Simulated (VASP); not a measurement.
A run of VASP 6.6.1 is set up as follows.

Contents of INCAR:

```
SYSTEM = Au
ALGO = Fast
EDIFF = 1E-7
ENCUT = 520
GGA = PS
ISIF = 2
ISMEAR = 0
LASPH = .True.
LCHARG = .True.
LELF = .True.
LREAL = .False.
LVHAR = .True.
LWAVE = .False.
NBANDS = 18
NELM = 100
PREC = Accurate
SIGMA = 0.15
```

File KPOINTS:

```
k-points
0
Gamma
  18 18 10
  0 0 0
```

Contents of POSCAR:

```
Au
1.0
    2.8999984104      0.0000000000      0.0000000000
   -1.4499992052      2.5114722944      0.0000000000
    0.0000000000      0.0000000000      4.9532000000
Au
2
Direct
    0.3333333333      0.6666666667      0.7500000000
    0.6666666667      0.3333333333      0.2500000000
```

Potentials or basis: VASP PAW PBE potentials, release 64 (Au).

Command:

```sh
$ cat potpaw_PBE.64/Au/POTCAR > POTCAR
$ mpirun -np 1 vasp_std > vasp.out
```

**Question.** Estimate the pressure.

**Answer.** -8.4 GPa.

**Question.** Predict the band gap on the k mesh.

**Answer.** Zero (bands 11 and 12 overlap by 6.54 eV).

Stress tensor (GPa, compression positive):
```
-8.24  0.00  0.00
 0.00 -8.24  0.00
 0.00  0.00 -8.65
```

Caveat: the cell differs from its parent crystal (strain +0.000 along x and y, +0.015 along z); the cell stands under tension; the PAW data sets were made with another functional, which shifts forces and pressure a little; spin-orbit coupling is left out, which moves the levels of the heavy elements.
